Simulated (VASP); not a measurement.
Wanted: the native input for a VASP 6.6.1 run.

```
Task                   : single point
Functional             : r2SCAN
Potentials or basis    : VASP PAW PBE potentials, release 64 (Si, O)
Cutoff                 : 520 eV
k mesh                 : 8 × 8 × 11
Occupations            : fermi-dirac, width 0.08 eV
Spin                   : no spin polarisation
Dipole correction      : no
Further INCAR settings : ALGO = Normal; EDIFF = 1e-06; NBANDS = 25
```

Crystal: SiO2 (rutile type).

```
Si O
1.0
     4.18514    0.00000    0.00000
     0.00000    4.18514    0.00000
     0.00000    0.00000    2.66887
Si O
2 4
Direct
  0.00000 0.00000 0.00000
  0.50000 0.50000 0.50000
  0.30610 0.30610 0.00000
  0.69390 0.69390 0.00000
  0.80610 0.19390 0.50000
  0.19390 0.80610 0.50000
```

The input as run:

POSCAR

```
SiO2
1.0
    4.1851414434      0.0000000000      0.0000000000
    0.0000000000      4.1851414434      0.0000000000
    0.0000000000      0.0000000000      2.6688663082
Si O
2 4
Direct
    0.0000000000      0.0000000000      0.0000000000
    0.5000000000      0.5000000000      0.5000000000
    0.3060968949      0.3060968949      0.0000000000
    0.6939031051      0.6939031051      0.0000000000
    0.8060968949      0.1939031051      0.5000000000
    0.1939031051      0.8060968949      0.5000000000
```

INCAR.step1

```
PREC = Accurate
ENCUT = 520
ISMEAR = -1
SIGMA = 0.08
LREAL = F
LASPH = T
NELM = 100
NBANDS = 25
GGA = PE
ALGO = Normal
EDIFF = 1E-4
LWAVE = T
LCHARG = F
```

INCAR.step2

```
PREC = Accurate
ENCUT = 520
EDIFF = 1E-6
ISMEAR = -1
SIGMA = 0.08
LREAL = F
LASPH = T
NELM = 100
ALGO = Normal
ISIF = 2
LWAVE = F
LCHARG = F
METAGGA = R2SCAN
LMIXTAU = T
NBANDS = 25
ISTART = 1
```

KPOINTS

```
regular mesh
0
Gamma
  8 8 11
```

Potentials or basis: VASP PAW PBE potentials, release 64 (Si, O).

Command:

```console
$ cat potpaw_PBE.64/Si/POTCAR potpaw_PBE.64/O/POTCAR > POTCAR
$ cp INCAR.step1 INCAR
$ mpirun -np 1 vasp_std > vasp.out
$ cp INCAR.step2 INCAR
$ mpirun -np 1 vasp_std > vasp.out
```

Results of the run:

```
Pressure               : 0.4 GPa
Largest force          : 0.021 eV/Å
Band gap on the k mesh : 6.51 eV
```

Caveat: the PAW data sets were made with another functional, which shifts forces and pressure a little.

Wall time 89 s on 1 thread of Intel(R) Xeon(R) 6975P-C (Granite Rapids), with other jobs on the host, peak memory 0.21 GiB.
